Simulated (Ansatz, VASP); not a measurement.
## One calculation of FePt, two programs

```
CELL_PARAMETERS angstrom
2.72350 0.00000 0.00000
0.00000 2.72350 0.00000
0.00000 0.00000 3.72000
ATOMIC_POSITIONS crystal
Pt 0.50000 0.50000 0.50000
Fe 0.00000 0.00000 0.00000
```

Alike in both runs: functional RPBE; k mesh 6 × 6 × 4; occupations fermi-dirac, width 0.05 eV; collinear spin.

|  | VASP | Ansatz |
| --- | --- | --- |
| version | VASP 6.6.1 | Ansatz 0.2.0 |
| potentials or method | VASP PAW PBE potentials, release 64 (Pt, Fe) | Ansatz PAW |
| plane-wave cutoff (eV) | 520 | 420 |
| valence electrons in the cell | 18 | 34 |
| task | single point | projected density of states |

Ansatz gave:

```
gap on the k mesh at the Fermi level (eV)                     : none
pressure (GPa)                                                : 7.9
traceless stress, the component that is largest in VASP (GPa) : 2.40
net moment per atom (μB)                                      : 1.65
size of the moment on the site where the two differ most (μB) : 0.40
```

What did VASP give for the same quantities?

gap on the k mesh at the Fermi level (eV): none; pressure (GPa): 7.4; traceless stress, the component that is largest in VASP (GPa): 2.47; net moment per atom (μB): 1.65; size of the moment on the site where the two differ most (μB): 0.34.

VASP's potentials were made for PBE, not for RPBE. Site moments also hang on the region over which each program counts them. A gap of «none» marks a metal or a gap that the smearing closes. VASP's potentials hold 18 valence electrons a cell and Ansatz's 34, so a difference there can come from the potentials and not from the codes.

The k mesh is coarse, so the values compare programs but aren't converged. Neither program's run includes spin-orbit coupling.
